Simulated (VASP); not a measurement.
# SnSe in VASP: notebook, part 4 of 4

VASP 6.6.1.

## 6. Relaxation of cell and atoms, PBE

This run uses another cell than the first one.

File INCAR:

```
ALGO     = Normal         # electronic algorithm
EDIFF    = 1E-6           # SCF threshold, eV
EDIFFG   = -0.005         # ionic threshold
ENCUT    = 600            # plane-wave cutoff, eV
GGA      = PE             # functional
IBRION   = 2              # ionic algorithm
ISIF     = 3              # what is computed and relaxed
ISMEAR   = -1             # smearing method
LASPH    = T              # aspherical terms in the spheres
LCHARG   = F              # write CHGCAR
LREAL    = F              # projectors in reciprocal space
LWAVE    = F              # write WAVECAR
NELM     = 100            # most SCF steps
NSW      = 100            # ionic steps
PREC     = Accurate       # precision mode
SIGMA    = 0.02           # smearing width, eV
```

File KPOINTS:

```
k-points
0
Gamma
  6 6 3
```

File POSCAR:

```
SnSe
1.0
    4.1978472110      0.0000000000      0.0000000000
    0.0000000000      4.1978472110      0.0000000000
    0.0000000000      0.0000000000     10.7663293357
Sn Se
2 2
Direct
    0.5000000000      0.0000000000      0.3722291100
    0.0000000000      0.5000000000      0.6277708900
    0.5000000000      0.0000000000      0.6160394900
    0.0000000000      0.5000000000      0.3839605100
```

Potentials or basis: VASP PAW PBE potentials, release 64 (Sn_d, Se).

Started as:

```bash
> cat potpaw_PBE.64/Sn_d/POTCAR potpaw_PBE.64/Se/POTCAR > POTCAR
> mpirun -np 1 vasp_std > vasp.out
```

OUTCAR:

```text
EDIFF = 1E-6
   EDIFFG = -0.005
   ENCUT = 600
   GGA = PE
   IBRION = 2
   ISIF = 3
   ISMEAR = -1
   LASPH = T
   LREAL = F
   NELM = 100
   NSW = 100
   PREC = Accurate

 ion  position               nearest neighbor table
   1  0.500  0.000  0.372-   3 2.62   4 2.97   4 2.97   4 2.97   4 2.97
   2  0.000  0.500  0.628-   4 2.62   3 2.97   3 2.97   3 2.97   3 2.97
   3  0.500  0.000  0.616-   1 2.62   2 2.97   2 2.97   2 2.97   2 2.97
   4  0.000  0.500  0.384-   2 2.62   1 2.97   1 2.97   1 2.97   1 2.97

  LATTYP: Found a simple tetragonal cell.
 ALAT       =     4.1978472110
 C/A-ratio  =     2.5647263453

  Lattice vectors:

 A1 = (   4.1978472110,   0.0000000000,   0.0000000000)
 A2 = (   0.0000000000,   4.1978472110,   0.0000000000)
 A3 = (   0.0000000000,   0.0000000000,  10.7663293357)

Analysis of symmetry for initial positions (statically):
=====================================================================
 Subroutine PRICEL returns:
 Original cell was already a primitive cell.

 Routine SETGRP: Setting up the symmetry group for a
 simple tetragonal supercell.

[... 167 lines left out ...]

  energy without entropy =      -16.12971316  energy(sigma->0) =      -16.12971316

------------------------ aborting loop because EDIFF is reached ----------------------------------------

  FORCE on cell =-STRESS in cart. coord.  units (eV):
  Direction    XX          YY          ZZ          XY          YZ          ZX
  --------------------------------------------------------------------------------------
  -------------------------------------------------------------------------------------
  Total        2.9677801      2.9677801      3.3212642      0.0000000      0.0000000      0.0000000
  in kB       25.0623270     25.0623270     28.0474313      0.0000000      0.0000000      0.0000000
  external PRESSURE =      26.0573618 kB  Pullay stress =       0.0000000 kB
[... 95 lines left out ...]
  FREE ENERGIE OF THE ION-ELECTRON SYSTEM (eV)
  ---------------------------------------------------
  free  energy   TOTEN  =       -16.2573426998 eV

  energy  without entropy=      -16.2573426998  energy(sigma->0) =      -16.25734270

[... ionic steps 4 to 14 ...]

--------------------------------------- Ionic step       15  -------------------------------------------

 number of electron      40.0000009 magnetization

------------------------ aborting loop because EDIFF is reached ----------------------------------------
[... 71 lines left out ...]
--------------------------------------- Ionic step       17  -------------------------------------------

 number of electron      40.0000009 magnetization

 Free energy of the ion-electron system (eV)
  ---------------------------------------------------
  ext. energy  EPLUGINS =         0.00000000
  ---------------------------------------------------
  free energy    TOTEN  =       -16.26930002 eV

  energy without entropy =      -16.26930002  energy(sigma->0) =      -16.26930002

 E-fermi :   1.0153     XC(G=0):  -6.0349

 val. band max:        0.5236570456   @ k =   0.3333   0.0000   0.3333
 cond. band min:       2.0374930048   @ k =   0.5000   0.0000   0.0000
 fundamental gap:      1.5138359592
 Fermi energy:         1.0152769467

 k-point     1 :       0.0000    0.0000    0.0000
  band No.  band energies     occupation
      1     -20.5615      2.00000
      2     -20.5553      2.00000
      3     -20.5530      2.00000
      4     -20.5487      2.00000
      5     -20.5448      2.00000
      6     -20.5222      2.00000
[... 560 lines left out ...]
  FREE ENERGIE OF THE ION-ELECTRON SYSTEM (eV)
  ---------------------------------------------------
  free  energy   TOTEN  =       -16.2693000229 eV

  energy  without entropy=      -16.2693000229  energy(sigma->0) =      -16.26930002

 reached required accuracy - stopping structural energy minimisation
```

CONTCAR:

```text
SnSe
   1.00000000000000
     4.3153430632295722    0.0000000000000000    0.0000000000000000
     0.0000000000000000    4.3153430632295722   -0.0000000000000000
     0.0000000000000000   -0.0000000000000000   10.9683238515514887
  Sn              Se
     2     2
Direct
     0.5000000000000000    0.0000000000000000    0.3761390941815655
     1.0000000000000000    0.5000000000000000    0.6238609058184345
     0.5000000000000000    0.0000000000000000    0.6240754640365903
     0.0000000000000000    0.5000000000000000    0.3759245359634098

  0.00000000E+00  0.00000000E+00  0.00000000E+00
  0.00000000E+00  0.00000000E+00  0.00000000E+00
  0.00000000E+00  0.00000000E+00  0.00000000E+00
  0.00000000E+00  0.00000000E+00  0.00000000E+00
```

Wall time 17 min (1 thread of Intel Xeon Platinum 8488C (Sapphire Rapids), shared host); peak memory 0.41 GiB.

What came out:

| Property | Result |
| --- | --- |
| Free energy | -16.2693 eV |
| Relaxed cell | a = 4.315 Å, b = 4.315 Å, c = 10.968 Å, α = 90.00°, β = 90.00°, γ = 90.00° |
| Space group after relaxing (to 0.1 Å) | P4/nmm (No. 129) |
| Energy gained by relaxing | 34.9 meV/atom |
| Ionic steps | 17 |
| Band gap on the k mesh | 1.51 eV (least direct gap 1.56 eV) |

Forces on the atoms (eV/Å):
```
Sn   0.000  0.000 -0.001
Sn   0.000  0.000  0.001
Se   0.000  0.000  0.002
Se   0.000  0.000 -0.002
```

The path:
```tsv
step	energy change (eV)	largest force (eV/Å)	pressure (GPa)	volume (Å³)
1	0.0000	0.6475	2.61	189.72
2	-0.0906	0.4457	-1.05	211.70
3	-0.1276	0.1251	0.05	203.42
4	-0.1276	0.1117	0.09	203.14
5	-0.1305	0.0692	0.03	203.89
6	-0.1308	0.0910	0.01	204.21
7	-0.1318	0.0763	-0.03	204.48
8	-0.1342	0.0762	-0.14	205.27
9	-0.1349	0.1210	-0.35	206.87
10	-0.1352	0.1071	-0.29	206.30
11	-0.1357	0.1006	-0.27	206.21
12	-0.1368	0.0857	-0.23	205.93
13	-0.1384	0.0544	-0.16	205.39
14	-0.1395	0.0095	-0.01	204.30
15	-0.1395	0.0063	-0.03	204.47
16	-0.1396	0.0041	-0.02	204.42
17	-0.1396	0.0021	0.00	204.25
```

Final structure:
```cif
data_structure
_symmetry_space_group_name_H-M 'P 1'
_symmetry_Int_Tables_number 1
_cell_length_a 4.3153
_cell_length_b 4.3153
_cell_length_c 10.9683
_cell_angle_alpha 90.000
_cell_angle_beta 90.000
_cell_angle_gamma 90.000
_cell_volume 204.25
loop_
_atom_site_label
_atom_site_type_symbol
_atom_site_fract_x
_atom_site_fract_y
_atom_site_fract_z
_atom_site_occupancy
Sn1 Sn 0.50000 0.00000 0.37614 1
Sn2 Sn 0.00000 0.50000 0.62386 1
Se1 Se 0.50000 0.00000 0.62408 1
Se2 Se 0.00000 0.50000 0.37592 1
```

Caveat: there is no dipole correction, which matters where the two faces differ; spin-orbit coupling is left out, which moves the levels of the heavy elements.

## 7. Overview

```csv
task,cell,cutoff (eV),smearing,gap on the mesh (eV),largest force (eV/Å)
single point,"a = 4.315, b = 4.315, c = 10.747 Å, 4 atoms, atomic positions A",520,fermi-dirac 0.02 eV,1.52,0.01
single point,"a = 4.315, b = 4.315, c = 10.750 Å, 4 atoms, atomic positions B",520,fermi-dirac 0.02 eV,1.52,0.01
single point,"a = 4.315, b = 4.315, c = 10.747 Å, 4 atoms, atomic positions A",520,methfessel-paxton 0.001 eV,1.52,0.01
relaxation of cell and atoms,"relaxed from a = 4.198, b = 4.198, c = 10.766 Å, 4 atoms, atomic positions C",600,fermi-dirac 0.02 eV,1.51,-
```

Alike in all rows: level PBE; potentials or basis VASP PAW PBE potentials, release 64 (Sn_d, Se); no spin polarisation; k mesh 6 × 6 × 3.

Caveats: there is no dipole correction, which matters where the two faces differ; spin-orbit coupling is left out, which moves the levels of the heavy elements.

Absolute energies hang on the potentials; compare differences alone.
